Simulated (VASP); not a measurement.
# BaTiO3 in VASP: notebook

Runs on BaTiO3. Level: PBE+U. Tasks: single point.

All numbers are computed with VASP 6.6.1; they aren't measurements. Logs are shortened: lines on timing, memory, paths and dates and some standing lists are left out, and cuts for length are marked.

### Step 1. The cell of the first run

The typed cell holds 5 atoms: a = 3.968 Å, b = 3.968 Å, c = 3.968 Å, α = 90.00°, β = 90.00°, γ = 90.00°.

### Step 2. Single point, PBE+U (12.50 Å³/atom)

Input file INCAR:

```
SYSTEM = BaTiO3
ALGO     = Normal         ! electronic algorithm
EDIFF    = 1E-7           ! SCF threshold, eV
ENCUT    = 520            ! plane-wave cutoff, eV
GGA      = PE             ! functional
ISIF     = 2              ! what is computed and relaxed
ISMEAR   = 0              ! smearing method
LASPH    = .TRUE.         ! aspherical terms in the spheres
LCHARG   = .TRUE.         ! write CHGCAR
LDAU     = .TRUE.         ! DFT+U
LDAUJ    = 0 0 0        
LDAUL    = -1 2 -1        ! shell
LDAUPRINT= 1            
LDAUTYPE = 2            
LDAUU    = 0 4 0          ! U, eV
LELF     = .TRUE.         ! ELF
LMAXMIX  = 4              ! l up to which the mixer works
LREAL    = .FALSE.        ! projectors in reciprocal space
LVHAR    = .TRUE.       
LWAVE    = .FALSE.        ! write WAVECAR
NBANDS   = 28             ! bands
NELM     = 150            ! most SCF steps
PREC     = Accurate       ! precision mode
SIGMA    = 0.02           ! smearing width, eV
```

Input file KPOINTS:

```
k-points
0
G
  8 8 8
  0 0 0
```

Input file POSCAR:

```
BaTiO3
1.0
    3.9680574844      0.0000000000      0.0000000000
    0.0000000000      2.8059440735      2.8059801745
    0.0000000000     -2.8059440735      2.8059801745
Ba Ti O
1 1 3
Direct
    0.0000000000     -0.0007311152     -0.0007311152
    0.5000000000      0.4993159384      0.4993159384
    0.0000000000      0.4992183298      0.4992183298
    0.5000000000      0.4992194994      0.9991973475
    0.5000000000      0.9991973475      0.4992194994
```

Potentials or basis: VASP PAW PBE potentials, release 64 (Ba_sv, Ti_sv, O).

Run with:

```sh
$ cat potpaw_PBE.64/Ba_sv/POTCAR potpaw_PBE.64/Ti_sv/POTCAR potpaw_PBE.64/O/POTCAR > POTCAR
$ mpirun -np 1 vasp_std > vasp.out
```

OUTCAR:

```text
SYSTEM = BaTiO3
   EDIFF = 1E-7
   ENCUT = 520
   GGA = PE
   ISIF = 2
   ISMEAR = 0
   LASPH = .TRUE.
   LREAL = .FALSE.
   NELM = 150
   PREC = Accurate

 ion  position               nearest neighbor table
   1  0.000  0.999  0.999-   3 2.81   4 2.81   5 2.81   4 2.81   5 2.81   3 2.81   3 2.81   5 2.81
                             4 2.81   5 2.81   4 2.81   3 2.81   2 3.44   2 3.44   2 3.44   2 3.44
   2  0.500  0.499  0.499-   4 1.98   5 1.98   3 1.98   3 1.98   5 1.98   4 1.98   1 3.44   1 3.44
                             1 3.44   1 3.44   1 3.44   1 3.44   1 3.44   1 3.44
   3  0.000  0.499  0.499-   2 1.98   2 1.98   1 2.81   1 2.81   1 2.81   1 2.81
   4  0.500  0.499  0.999-   2 1.98   2 1.98   1 2.81   1 2.81   1 2.81   1 2.81
   5  0.500  0.999  0.499-   2 1.98   2 1.98   1 2.81   1 2.81   1 2.81   1 2.81

  LATTYP: Found a base centered orthorhombic cell.
 ALAT       =     5.6118881470
 B/A-ratio  =     1.0000128659
 C/A-ratio  =     0.7070806439

  Lattice vectors:

 A1 = (   0.0000000000,   2.8059440735,  -2.8059801745)
 A2 = (   0.0000000000,   2.8059440735,   2.8059801745)
 A3 = (   3.9680574844,   0.0000000000,   0.0000000000)

Analysis of symmetry for initial positions (statically):
=====================================================================
 Subroutine PRICEL returns:
 Original cell was already a primitive cell.

 Routine SETGRP: Setting up the symmetry group for a
 base centered orthorhombic supercell.

 Subroutine GETGRP returns: Found  4 space group operations
 (whereof  4 operations were pure point group operations)
 out of a pool of  8 trial point group operations.

The static configuration has the point symmetry C_2v.

Analysis of symmetry for dynamics (positions and initial velocities):
=====================================================================
 Subroutine PRICEL returns:
 Original cell was already a primitive cell.

 Routine SETGRP: Setting up the symmetry group for a
 base centered orthorhombic supercell.

 Subroutine GETGRP returns: Found  4 space group operations
 (whereof  4 operations were pure point group operations)
[... 161 lines left out ...]
  0.0000  0.0000 -0.0598  0.0000  0.2086

spin component  2

  0.1050  0.0000  0.0000  0.0000  0.0000
  0.0000  0.2430  0.0000  0.0000  0.0000
  0.0000  0.0000  0.1395  0.0000 -0.0598
  0.0000  0.0000  0.0000  0.1050  0.0000
  0.0000  0.0000 -0.0598  0.0000  0.2086

 occupancies and eigenvectors

  o =  0.1050  v =  0.0000  0.0000 -0.8660  0.0000 -0.5000  0.0000  0.0000  0.0000  0.0000  0.0000      0.0000  0.0000  0.0000  0.0000  0.0000  0.0000  0.0000  0.0000  0.0000  0.0000
  o =  0.1050  v =  0.0000  0.0000  0.0000  0.0000  0.0000  0.0000  0.0000 -0.8660  0.0000 -0.5000      0.0000  0.0000  0.0000  0.0000  0.0000  0.0000  0.0000  0.0000  0.0000  0.0000
  o =  0.1050  v =  0.0000  0.0000  0.0000  1.0000  0.0000  0.0000  0.0000  0.0000  0.0000  0.0000      0.0000  0.0000  0.0000  0.0000  0.0000  0.0000  0.0000  0.0000  0.0000  0.0000
  o =  0.1050  v =  0.0000  0.0000  0.0000  0.0000  0.0000  0.0000  0.0000  0.0000  1.0000  0.0000      0.0000  0.0000  0.0000  0.0000  0.0000  0.0000  0.0000  0.0000  0.0000  0.0000
  o =  0.1050  v =  0.0000  0.0000  0.0000  0.0000  0.0000  1.0000  0.0000  0.0000  0.0000  0.0000      0.0000  0.0000  0.0000  0.0000  0.0000  0.0000  0.0000  0.0000  0.0000  0.0000
  o =  0.1050  v =  1.0000  0.0000  0.0000  0.0000  0.0000  0.0000  0.0000  0.0000  0.0000  0.0000      0.0000  0.0000  0.0000  0.0000  0.0000  0.0000  0.0000  0.0000  0.0000  0.0000
  o =  0.2430  v =  0.0000  0.0000  0.0000  0.0000  0.0000  0.0000  1.0000  0.0000  0.0000  0.0000      0.0000  0.0000  0.0000  0.0000  0.0000  0.0000  0.0000  0.0000  0.0000  0.0000
  o =  0.2430  v =  0.0000  1.0000  0.0000  0.0000  0.0000  0.0000  0.0000  0.0000  0.0000  0.0000      0.0000  0.0000  0.0000  0.0000  0.0000  0.0000  0.0000  0.0000  0.0000  0.0000
  o =  0.2431  v =  0.0000  0.0000  0.0000  0.0000  0.0000  0.0000  0.0000 -0.5000  0.0000  0.8660      0.0000  0.0000  0.0000  0.0000  0.0000  0.0000  0.0000  0.0000  0.0000  0.0000
  o =  0.2431  v =  0.0000  0.0000 -0.5000  0.0000  0.8660  0.0000  0.0000  0.0000  0.0000  0.0000      0.0000  0.0000  0.0000  0.0000  0.0000  0.0000  0.0000  0.0000  0.0000  0.0000

 number of electron      39.9999979 magnetization

 Free energy of the ion-electron system (eV)
  ---------------------------------------------------
  ext. energy  EPLUGINS =         0.00000000
  ---------------------------------------------------
  free energy    TOTEN  =       -37.19198404 eV

  energy without entropy =      -37.19198404  energy(sigma->0) =      -37.19198404

 E-fermi :   4.2923     XC(G=0): -11.4039

 val. band max:        4.1750936094   @ k =   0.5000   0.5000   0.5000
 cond. band min:       6.4509601790   @ k =   0.0000   0.0000   0.0000
 fundamental gap:      2.2758665696
 Fermi energy:         4.2923164802

 k-point     1 :       0.0000    0.0000    0.0000
  band No.  band energies     occupation
      1     -53.4300      2.00000
      2     -29.6058      2.00000
      3     -29.6058      2.00000
      4     -29.6058      2.00000
      5     -20.5875      2.00000
      6     -12.8382      2.00000
[... 733 lines left out ...]
     27      12.3471      0.00000
     28      13.9737      0.00000

 [... further k-points ...]

------------------------ aborting loop because EDIFF is reached ----------------------------------------

  FORCE on cell =-STRESS in cart. coord.  units (eV):
  Direction    XX          YY          ZZ          XY          YZ          ZX
  --------------------------------------------------------------------------------------
  -------------------------------------------------------------------------------------
  Total        4.7688187      4.7653787      4.7639986      0.0000000      0.0000000      0.0000000
  in kB      122.2784240    122.1902192    122.1548323      0.0000000      0.0000000      0.0000000
  external PRESSURE =     122.2078252 kB  Pullay stress =       0.0000000 kB

 VOLUME and BASIS-vectors are now :
 -----------------------------------------------------------------------------
  energy-cutoff  :      520.00
  volume of cell :       62.48
      direct lattice vectors                 reciprocal lattice vectors
     3.968057484  0.000000000  0.000000000     0.252012478  0.000000000  0.000000000
     0.000000000  2.805944074  2.805980175     0.000000000  0.178193145  0.178190853
     0.000000000 -2.805944074  2.805980175     0.000000000 -0.178193145  0.178190853

 POSITION                                       TOTAL-FORCE (eV/Angst)
 -----------------------------------------------------------------------------------
      0.00000      0.00000      5.60786         0.000000     -0.000000     -0.000071
      1.98403      0.00000      2.80214         0.000000     -0.000000     -0.002680
      0.00000      0.00000      2.80159         0.000000     -0.000000      0.000111
      1.98403     -1.40291      4.20453         0.000000     -0.001241      0.001320
      1.98403      1.40291      4.20453         0.000000      0.001241      0.001320
 -----------------------------------------------------------------------------------
    total drift:                                0.000000      0.000001     -0.000589

  FREE ENERGIE OF THE ION-ELECTRON SYSTEM (eV)
  ---------------------------------------------------
  free  energy   TOTEN  =       -37.1919840438 eV

  energy  without entropy=      -37.1919840438  energy(sigma->0) =      -37.19198404
```

OSZICAR:

```text
N       E                     dE             d eps       ncg     rms          rms(c)
DAV:   1     0.442302182553E+03    0.44230E+03   -0.20928E+04  5880   0.156E+03
DAV:   2    -0.344641255530E+01   -0.44575E+03   -0.42525E+03  6780   0.434E+02
DAV:   3    -0.470456551002E+02   -0.43599E+02   -0.43192E+02  8316   0.134E+02
DAV:   4    -0.490372951690E+02   -0.19916E+01   -0.19878E+01  8904   0.242E+01
DAV:   5    -0.490949452985E+02   -0.57650E-01   -0.57636E-01  8036   0.325E+00    0.238E+01
DAV:   6    -0.370256901139E+02    0.12069E+02   -0.55431E+01  8588   0.683E+01    0.905E+00
DAV:   7    -0.372156334947E+02   -0.18994E+00   -0.63201E+00  7536   0.148E+01    0.568E+00
DAV:   8    -0.372253207649E+02   -0.96873E-02   -0.12895E+00  7076   0.954E+00    0.201E+00
DAV:   9    -0.371933101566E+02    0.32011E-01   -0.16716E-01  7032   0.407E+00    0.958E-01
DAV:  10    -0.372017303090E+02   -0.84202E-02   -0.10353E-01  6704   0.205E+00    0.851E-01
DAV:  11    -0.371921043664E+02    0.96259E-02   -0.40748E-02  7652   0.182E+00    0.155E-01
DAV:  12    -0.371920430697E+02    0.61297E-04   -0.30468E-03  7136   0.581E-01    0.910E-02
DAV:  13    -0.371919837386E+02    0.59331E-04   -0.38104E-04  7128   0.191E-01    0.175E-02
DAV:  14    -0.371919844728E+02   -0.73422E-06   -0.51928E-05  7256   0.697E-02    0.134E-02
DAV:  15    -0.371919852620E+02   -0.78919E-06   -0.38919E-06  7912   0.138E-02    0.848E-03
DAV:  16    -0.371919841427E+02    0.11193E-05   -0.19672E-06  7132   0.143E-02    0.245E-03
DAV:  17    -0.371919840438E+02    0.98949E-07   -0.16861E-07  5896   0.373E-03
   1 F= -.37191984E+02 E0= -.37191984E+02  d E =-.776946E-19
```

Wall time 86 s (1 thread of Intel Xeon 6975P-C (Granite Rapids), shared host); peak memory 0.3 GiB.

What came out:

- Free energy: -37.1920 eV
- Pressure: 12.2 GPa
- Band gap on the k mesh: 2.28 eV (least direct gap 2.44 eV)

Forces in eV/Å, atoms in the order of the input:
```
Ba   0.000  0.000  0.000
Ti   0.000  0.000 -0.003
O    0.000  0.000  0.000
O    0.000 -0.001  0.001
O    0.000  0.001  0.001
```

Eigenvalues of the final occupation matrices:
| site | spin | trace | eigenvalues |
| --- | --- | --- | --- |
| site 2 d | 1 | 0.80 | 0.10 0.10 0.10 0.24 0.24 |
| site 2 d | 2 | 0.80 | 0.10 0.10 0.10 0.24 0.24 |

Caveat: the cell stands under pressure; spin-orbit coupling is left out, which moves the levels of the heavy elements. A k mesh can miss the band edges.

(Part 1 of 2 ends here.)
